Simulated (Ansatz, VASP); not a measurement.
Two plane-wave programs on K3Sc

```
K Sc
1.0
    -2.89620    2.89620    6.32845
     2.89620   -2.89620    6.32845
     2.89620    2.89620   -6.32845
K Sc
3 1
Direct
  0.50000 0.50000 0.00000
  0.25000 0.75000 0.50000
  0.75000 0.25000 0.50000
  0.00000 0.00000 0.00000
```

Alike in both runs: functional PBE; k mesh 6 × 6 × 6; occupations gaussian, width 0.1 eV; no spin polarisation.

Ansatz relaxed the structure, and its values are those at the end. VASP's run is a single point on that final structure, the one shown.

```csv
,VASP,Ansatz
version,VASP 6.6.1,Ansatz 0.2.0
potentials or method,"VASP PAW PBE potentials, release 64 (K_sv, Sc_sv), cutoff 520 eV","scalar-relativistic, plane waves, PAW"
valence electrons in the cell,38,38
```

|  | VASP | Ansatz | Ansatz less VASP |
| --- | --- | --- | --- |
| gap on the k mesh at the Fermi level (eV) | none | none | - |
| pressure (GPa) | 0.1 | 0.1 | +0.01 |

A gap of «none» marks a metal or a gap that the smearing closes.
